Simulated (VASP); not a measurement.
## PbS: single point with revPBE

The system is PbS.

```
CELL_PARAMETERS angstrom
2.03749 -5.86899 0.00000
2.03749 5.86899 0.00000
0.00000 0.00000 4.19196
ATOMIC_POSITIONS crystal
Pb 0.13056 0.86944 0.25000
Pb 0.86944 0.13056 0.75000
S 0.35480 0.64520 0.25000
S 0.64520 0.35480 0.75000
```

```yaml
Program: VASP 6.6.1
Task: single point
Functional: revPBE
Potentials_or_basis: VASP PAW PBE potentials, release 64 (Pb_d, S)
Cutoff: 520 eV
k_mesh: 7 × 7 × 6
Occupations: fermi-dirac, width 0.05 eV
Spin: no spin polarisation
Dipole_correction: no
Further_INCAR_settings: ALGO = Normal; EDIFF = 1e-06; NBANDS = 28
```

```yaml
Pressure: 6.4 GPa
Largest_force: 0.503 eV/Å
Band_gap_on_the_k_mesh: 1.17 eV (least direct gap 1.47 eV)
```

Forces in eV/Å, atoms in the order of the input:
```
Pb   0.000  0.503  0.000
Pb   0.000 -0.503  0.000
S    0.000 -0.384  0.000
S    0.000  0.384  0.000
```

Stress tensor (GPa, compression positive):
```
6.32 0.00 0.00
0.00 6.53 0.00
0.00 0.00 6.25
```

Levels at points of the mesh, in eV from the valence-band top:
```
           k point  band 18  band 19  band 20  band 21  band 22  band 23
(0.00, 0.00, 0.00)    -1.88    -1.69    -0.57     4.63     4.88     5.08
(0.00, 0.00, 0.50)    -1.29    -0.08    -0.08     1.85     1.85     2.81
```

Wall time 76 s on 1 thread of Intel(R) Xeon(R) 6975P-C (Granite Rapids), on a shared host, peak memory 0.34 GiB.

Caveat: the cell stands under pressure; the PAW data sets were made with another functional, which shifts forces and pressure a little; spin-orbit coupling is left out, which moves the levels of the heavy elements. A k mesh can miss the band edges.
